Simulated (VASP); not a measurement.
Write the native input for VASP 6.6.1 that does the following.

```yaml
Task: relaxation of cell and atoms
Functional: PBE
Potentials_or_basis: VASP PAW PBE potentials, release 64 (Mg, H)
Cutoff: 600 eV
k_mesh: 4 × 4 × 2
Occupations: gaussian, width 0.1 eV
Spin: no spin polarisation
Dipole_correction: no
Further_INCAR_settings: ALGO = Normal; EDIFF = 1e-07; IBRION = 2; EDIFFG = -0.025; NSW = 80; ISIF = 3
```

The structure of MgH2 lies in POSCAR:

```
MgH2
1.0
    4.5181504513     -0.1307627247     -0.0149566825
   -0.1307627247      4.5151302019      0.0472001331
   -0.0199523480      0.0629653991      6.2642023503
Mg H
4 8
Direct
    0.5037420714      0.4519029716      0.2488356183
    0.4960129235      0.4875168079      0.7466448391
   -0.0064233665      1.0046959336      0.5096711418
    0.0075385831      0.0272102505      0.0253167761
    0.6981771806      0.7001609731      0.0084871640
    0.6888981476      0.7045039731      0.4921419185
    0.8035308374      0.1718163476      0.2369543252
    0.8177853737      0.2123861717      0.7288902227
    0.2970963194      0.3125996191      0.5020170526
    0.3219567315      0.3062669979      0.0144811523
    0.1991267052      0.8067404577      0.2550557382
    0.1725584931      0.8141994961      0.7315040511
```

These files were run (other wordings do the same):

INCAR

```
SYSTEM = MgH2
PREC = Accurate
ENCUT = 600
EDIFF = 1E-7
ISMEAR = 0
SIGMA = 0.1
LREAL = .FALSE.
LASPH = .TRUE.
NELM = 80
ALGO = Normal
ISIF = 3
LWAVE = .FALSE.
LCHARG = .FALSE.
GGA = PE
IBRION = 2
NSW = 80
EDIFFG = -0.025
```

KPOINTS

```
Automatic mesh
0
G
  4 4 2
  0 0 0
```

Potentials or basis: VASP PAW PBE potentials, release 64 (Mg, H).

The run is started by

```sh
$ cat potpaw_PBE.64/Mg/POTCAR potpaw_PBE.64/H/POTCAR > POTCAR
$ mpirun -np 1 vasp_std > vasp.out
```

It gave:

The relaxed volume is 10.21 Å³/atom. The relaxed cell is a = 4.514 Å, b = 4.512 Å, c = 6.014 Å, α = 90.02°, β = 89.99°, γ = 90.04° and the space group after relaxing (to 0.05 Å) is P4_2/mnm (No. 136). The energy gained by relaxing is 53.2 meV/atom and the ionic steps are 13. The pressure after relaxing is 0.0 GPa, the largest force after relaxing is 0.014 eV/Å and the band gap on the k mesh is 3.90 eV, indirect (least direct gap 4.54 eV).

Caveat: the k points lie up to 0.52 Å⁻¹ apart in the final cell.

It took 2.5 min on 1 thread of Intel(R) Xeon(R) 6975P-C (Granite Rapids) (shared host), peak memory 0.27 GiB.
